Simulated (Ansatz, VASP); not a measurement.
# Two plane-wave programs on MgO

```
Mg O
1.0
     3.61286    0.00000    0.00000
    -1.80643    3.12883    0.00000
     0.00000    0.00000    4.34960
Mg O
2 2
Cartesian
  1.8064 1.0429 3.2622
  0.0000 2.0859 1.0874
  1.8064 1.0429 1.0874
  0.0000 2.0859 3.2622
```

Alike in both runs: task single point; functional PBE; k mesh 9 × 9 × 6; occupations gaussian, width 0.05 eV; no spin polarisation.

```csv
,VASP,Ansatz
version,VASP 6.6.1,Ansatz 0.2.0
potentials or method,"VASP PAW PBE potentials, release 64 (Mg, O), cutoff 520 eV","scalar-relativistic, plane waves, PAW"
valence electrons in the cell,16,32
```

|  | VASP | Ansatz | Ansatz less VASP |
| --- | --- | --- | --- |
| gap on the k mesh at the Fermi level (eV) | 2.88 | 2.90 | +0.021 |
| least direct gap on the mesh (eV) | 2.88 | 2.90 | +0.021 |
| pressure (GPa) | -8.7 | -8.2 | +0.57 |
| traceless stress, the component that is largest in VASP (GPa) | -0.36 | -0.27 | +0.083 |

With one functional, cell and mesh, what is left measures potentials, basis and numerics. VASP's potentials hold 16 valence electrons a cell and Ansatz's 32, so a difference there can come from the potentials and not from the codes.
